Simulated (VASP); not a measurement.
Here is a VASP 6.6.1 calculation.

INCAR

```
PREC = Accurate ; ENCUT = 820
EDIFF = 1E-6 ; ISMEAR = 0
SIGMA = 0.1 ; LREAL = F
LASPH = T ; NELM = 120
ALGO = Normal ; ISIF = 2
LWAVE = F ; LCHARG = T
GGA = PE ; LELF = T
LVHAR = T ; NBANDS = 26
GGA_COMPAT = F
```

Contents of KPOINTS:

```
regular mesh
0
Gamma
  14 14 16
```

File POSCAR:

```
Cu
1.0
    2.8625299900      0.0000000000      0.0000000000
    0.0000000000      2.8625299900      0.0000000000
    0.0000000000      0.0000000000      2.8087747864
Cu
2
Direct
    0.0000000000      0.0000000000      0.0000000000
    0.5000000000      0.5000000000      0.5000000000
```

Potentials or basis: VASP PAW PBE potentials, release 64 (Cu_sv_GW).

Command:

```sh
$ cat potpaw_PBE.64/Cu_sv_GW/POTCAR > POTCAR
$ mpirun -np 1 vasp_std > vasp.out
```

(1) Estimate the pressure.

(2) Predict the band gap on the k mesh.

Results:

(1) 5.2 GPa.

(2) zero (bands 19 and 20 overlap by 7.84 eV).

Caveat: the cell differs from its parent crystal (biaxial strain in the a-b plane: -3.0 %); the cell stands under pressure.
